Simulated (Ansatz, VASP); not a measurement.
Two plane-wave programs on Cs2Ti3

The input INCAR:

```
SYSTEM = Cs2Ti3
PREC = Accurate ; ENCUT = 520
EDIFF = 1E-6 ; ISMEAR = 0
SIGMA = 0.1 ; LREAL = .False.
LASPH = .True. ; NELM = 150
ALGO = Normal ; ISIF = 2
LWAVE = .False. ; LCHARG = .False.
ISPIN = 2 ; MAGMOM = 0 0 1 1 1
LORBIT = 11 ; LMAXMIX = 4
GGA = PE ; NBANDS = 39
```

KPOINTS

```
Automatic mesh
0
Gamma
  4 4 4
  0 0 0
```

The input POSCAR:

```
Cs2Ti3
1.0
    5.2879637400      0.0000000000      0.0000000000
    0.0000000000      5.2879637400      0.0000000000
    0.0000000000      0.0000000000      5.2879637400
Cs Ti
2 3
Direct
    0.5000000000      0.5000000000      0.5000000000
    0.0000000000      0.0000000000      0.0000000000
    0.5000000000      0.0000000000      0.0000000000
    0.0000000000      0.5000000000      0.0000000000
    0.0000000000      0.0000000000      0.5000000000
```

Input for Ansatz:

```yaml
crystal:
  lattice:
    - [5.28796374, 0.0, 0.0]
    - [0.0, 5.28796374, 0.0]
    - [0.0, 0.0, 5.28796374]
  atoms:
    - { symbol: Cs, position: [0.5, 0.5, 0.5] }
    - { symbol: Cs, position: [0.0, 0.0, 0.0] }
    - { symbol: Ti, position: [0.5, 0.0, 0.0], spin: 1.0 }
    - { symbol: Ti, position: [0.0, 0.5, 0.0], spin: 1.0 }
    - { symbol: Ti, position: [0.0, 0.0, 0.5], spin: 1.0 }
basis:
  ecutwfc: 420
kpoints:
  mp_grid: { grid: [4, 4, 4] }
hamiltonian:
  xc: pbe
scf:
  occupations: { method: gaussian, width: 0.1 }
  lower_state_search: "off"
output:
  forces: true
  stress: true
  eigenvalues: true
  populations: true
magnetization:
  spin_polarized: true
```

Change from the starting cell: species swapped into the Tl2F3 type (Pm-3m, No. 221).

Alike in both runs: task single point; functional PBE; k mesh 4 × 4 × 4; occupations gaussian, width 0.1 eV; collinear spin.

|  | VASP | Ansatz |
| --- | --- | --- |
| version | VASP 6.6.1 | Ansatz 0.2.0 |
| potentials or method | VASP PAW PBE potentials, release 64 (Cs_sv, Ti_sv), cutoff 520 eV | scalar-relativistic, plane waves, PAW |
| valence electrons in the cell | 54 | 54 |

VASP gave:

```
gap on the k mesh at the Fermi level (eV)                     : none
pressure (GPa)                                                : 1.5
net moment per atom (μB)                                      : 0.55
size of the moment on the site where the two differ most (μB) : 0.68
```

**Question.** Which values does Ansatz return?

**Answer.** gap on the k mesh at the Fermi level (eV): none; pressure (GPa): 0.8; net moment per atom (μB): 0.55; size of the moment on the site where the two differ most (μB): 0.65.

Site moments also hang on the region over which each program counts them. A gap of «none» marks a metal or a gap that the smearing closes. With one functional, cell and mesh, what is left measures potentials, basis and numerics.

Neither program's run includes spin-orbit coupling.
